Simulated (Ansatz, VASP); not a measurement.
One calculation of TiAl3, two programs

Contents of POSCAR:

```
TiAl3
1.0
    3.9556712500      0.0000000000      0.0000000000
    0.0000000000      3.9556712500      0.0000000000
    0.0000000000      0.0000000000      7.9113425000
Ti Al
2 6
Direct
    0.0000000000      0.0216178052      0.0000000000
    0.0000000000      0.0216178052      0.5000000000
    0.5000000000      0.4966243593      0.0000000000
    0.5000000000      0.4966243593      0.5000000000
    0.5000000000     -0.0316001993      0.2500000000
    0.5000000000     -0.0316001993      0.7500000000
    0.0000000000      0.4966244508      0.2500000000
    0.0000000000      0.4966244508      0.7500000000
```

INCAR.step1

```
PREC     = Accurate       # precision mode
ENCUT    = 520            # plane-wave cutoff, eV
ISMEAR   = 0              # smearing method
SIGMA    = 0.15           # smearing width, eV
LREAL    = False          # projectors in reciprocal space
LASPH    = True           # aspherical terms in the spheres
NELM     = 100            # most SCF steps
NBANDS   = 31             # bands
GGA      = PE             # functional
ALGO     = Normal         # electronic algorithm
EDIFF    = 1E-4           # SCF threshold, eV
LWAVE    = True           # write WAVECAR
LCHARG   = False          # write CHGCAR
```

File INCAR.step2:

```
PREC     = Accurate       # precision mode
ENCUT    = 520            # plane-wave cutoff, eV
EDIFF    = 1E-6           # SCF threshold, eV
ISMEAR   = 0              # smearing method
SIGMA    = 0.15           # smearing width, eV
LREAL    = False          # projectors in reciprocal space
LASPH    = True           # aspherical terms in the spheres
NELM     = 100            # most SCF steps
ALGO     = Normal         # electronic algorithm
ISIF     = 2              # what is computed and relaxed
LWAVE    = False          # write WAVECAR
LCHARG   = True           # write CHGCAR
METAGGA  = R2SCAN         # meta-GGA
LMIXTAU  = True         
LELF     = True           # ELF
LVHAR    = True         
NBANDS   = 31             # bands
ISTART   = 1
```

Contents of KPOINTS:

```
regular mesh
0
Gamma
  12 12 6
```

Input for Ansatz:

```yaml
crystal:
  lattice:
    - [3.95567125, 0.0, 0.0]
    - [0.0, 3.95567125, 0.0]
    - [0.0, 0.0, 7.9113425]
  atoms:
    - { symbol: Ti, position: [0.0, 0.0216178052, 0.0] }
    - { symbol: Ti, position: [0.0, 0.0216178052, 0.5] }
    - { symbol: Al, position: [0.5, 0.4966243593, 0.0] }
    - { symbol: Al, position: [0.5, 0.4966243593, 0.5] }
    - { symbol: Al, position: [0.5, -0.0316001993, 0.25] }
    - { symbol: Al, position: [0.5, -0.0316001993, 0.75] }
    - { symbol: Al, position: [0.0, 0.4966244508, 0.25] }
    - { symbol: Al, position: [0.0, 0.4966244508, 0.75] }
basis:
  ecutwfc: 500
kpoints:
  mp_grid: { grid: [12, 12, 6] }
hamiltonian:
  xc: r2scan
scf:
  occupations: { method: gaussian, width: 0.15 }
output:
  forces: true
  stress: true
  eigenvalues: true
```

Change from the starting cell: mode 10 (272.1 1/cm) frozen in, largest displacement +0.125 Å.

Alike in both runs: task single point; functional r2SCAN; k mesh 12 × 12 × 6; occupations gaussian, width 0.15 eV; no spin polarisation.

```csv
,VASP,Ansatz
version,VASP 6.6.1,Ansatz 0.2.0
potentials or method,"VASP PAW PBE potentials, release 64 (Ti_sv, Al), cutoff 520 eV","scalar-relativistic, plane waves, PAW"
valence electrons in the cell,42,42
```

```csv
,VASP,Ansatz,Ansatz less VASP
gap on the k mesh at the Fermi level (eV),none,none,-
pressure (GPa),0.6,0.7,+0.11
"traceless stress, the component that is largest in VASP (GPa)",0.34,0.34,-0.001
rms of the force components (eV/Å),0.419,0.419,0.0000
```

VASP's potentials were made for PBE, not for r2SCAN. Atom by atom the forces differ by 0.003 eV/Å (rms over components). A gap of «none» marks a metal or a gap that the smearing closes.
